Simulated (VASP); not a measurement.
Input of a VASP 6.6.1 run:

INCAR

```
SYSTEM = Cs2LiMoF6
  PREC = Accurate
  ENCUT = 520
  EDIFF = 1E-6
  ISMEAR = -1
  SIGMA = 0.1
  LREAL = .False.
  LASPH = .True.
  NELM = 150
  ALGO = Normal
  ISIF = 2
  LWAVE = .False.
  LCHARG = .True.
  ISPIN = 2
  MAGMOM = 0 0 0 1 0 0 0 0 0 0
  LORBIT = 11
  LMAXMIX = 4
  GGA = PE
  IVDW = 12
  LELF = .True.
  LVHAR = .True.
  NBANDS = 54
```

KPOINTS

```
regular mesh
0
Gamma
  4 4 4
  0 0 0
```

POSCAR

```
Cs2LiMoF6
1.0
    0.0000000000      4.3989731800      4.3989731800
    4.3989731800      0.0000000000      4.3989731800
    4.3989731800      4.3989731800      0.0000000000
Cs Li Mo F
2 1 1 6
Direct
    0.2500000000      0.2500000000      0.2500000000
    0.7500000000      0.7500000000      0.7500000000
    0.5000000000      0.5000000000      0.5000000000
    0.0000000000      0.0000000000      0.0000000000
    0.2389510000      0.2389510000      0.7610490000
    0.2389510000      0.7610490000      0.7610490000
    0.7610490000      0.7610490000      0.2389510000
    0.2389510000      0.7610490000      0.2389510000
    0.7610490000      0.2389510000      0.7610490000
    0.7610490000      0.2389510000      0.2389510000
```

Potentials or basis: VASP PAW PBE potentials, release 64 (Cs_sv, Li_sv, Mo_sv, F).

Launch:

```sh
$ cat potpaw_PBE.64/Cs_sv/POTCAR potpaw_PBE.64/Li_sv/POTCAR potpaw_PBE.64/Mo_sv/POTCAR potpaw_PBE.64/F/POTCAR > POTCAR
$ mpirun -np 1 vasp_std > vasp.out
```

Task: What does it give for the site moments?

Result: Cs +0.00; Li -0.00; Mo +2.54; F +0.03 μB.

Task: Predict the band gap on the k mesh.

Result: 2.11 eV (least direct gap 2.16 eV).

Task: What does it give for the net moment?

Result: 3.00 μB per cell.

Forces on the atoms (eV/Å):
```
Cs   0.000  0.000  0.000
Cs   0.000  0.000  0.000
Li   0.000  0.000  0.000
Mo   0.000  0.000  0.000
F    0.000  0.000 -0.087
F    0.087  0.000  0.000
F    0.000  0.000  0.087
F    0.000 -0.087  0.000
F    0.000  0.087  0.000
F   -0.087  0.000  0.000
```

Caveat: three body term missing; spin-orbit coupling is left out, which moves the levels of the heavy elements. A k mesh can miss the band edges.
